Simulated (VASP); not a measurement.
Set up this calculation in VASP 6.6.1, as the native input.

| Quantity | Value |
| --- | --- |
| Task | single point |
| Functional | r2SCAN |
| Potentials or basis | VASP PAW PBE potentials, release 64 (Ag) |
| Cutoff | 520 eV |
| k mesh | 18 × 18 × 10 |
| Occupations | gaussian, width 0.1 eV |
| Spin | no spin polarisation |
| Dipole correction | no |
| Further INCAR settings | ALGO = Normal; EDIFF = 1e-07; NBANDS = 18 |

The system is Ag.

```
CELL_PARAMETERS angstrom
2.90488 0.00000 0.00000
-1.45244 2.51570 0.00000
0.00000 0.00000 4.74268
ATOMIC_POSITIONS crystal
Ag 0.33333 0.66667 0.25000
Ag 0.66667 0.33333 0.75000
```

This isn't the form of Ag at room conditions, which is fcc.

The input as run:

POSCAR

```
Ag
1.0
    2.9048790517      0.0000000000      0.0000000000
   -1.4524395259      2.5156990537      0.0000000000
    0.0000000000      0.0000000000      4.7426752847
Ag
2
Direct
    0.3333333333      0.6666666667      0.2500000000
    0.6666666667      0.3333333333      0.7500000000
```

INCAR.step1

```
SYSTEM = Ag
ALGO = Normal
EDIFF = 1E-4
ENCUT = 520
GGA = PE
ISMEAR = 0
LASPH = .TRUE.
LCHARG = .FALSE.
LREAL = .FALSE.
LWAVE = .TRUE.
NBANDS = 18
NELM = 80
PREC = Accurate
SIGMA = 0.1
```

INCAR.step2

```
SYSTEM = Ag
ALGO = Normal
EDIFF = 1E-7
ENCUT = 520
ISIF = 2
ISMEAR = 0
ISTART = 1
LASPH = .TRUE.
LCHARG = .FALSE.
LMIXTAU = .TRUE.
LREAL = .FALSE.
LWAVE = .FALSE.
METAGGA = R2SCAN
NBANDS = 18
NELM = 80
PREC = Accurate
SIGMA = 0.1
```

KPOINTS

```
k-points
0
G
  18 18 10
  0 0 0
```

Potentials or basis: VASP PAW PBE potentials, release 64 (Ag).

Launch:

```bash
$ cat potpaw_PBE.64/Ag/POTCAR > POTCAR
$ cp INCAR.step1 INCAR
$ mpirun -np 1 vasp_std > vasp.out
$ cp INCAR.step2 INCAR
$ mpirun -np 1 vasp_std > vasp.out
```

Results of the run:

| Property | Result |
| --- | --- |
| Pressure | 0.1 GPa |
| Band gap on the k mesh | zero (bands 11 and 12 overlap by 7.92 eV) |

Caveat: the PAW data sets were made with another functional, which shifts forces and pressure a little.

Wall time 4.9 min on 1 thread of Intel(R) Xeon(R) Platinum 8375C CPU @ 2.90GHz (Ice Lake) (shared host), peak memory 0.24 GiB.
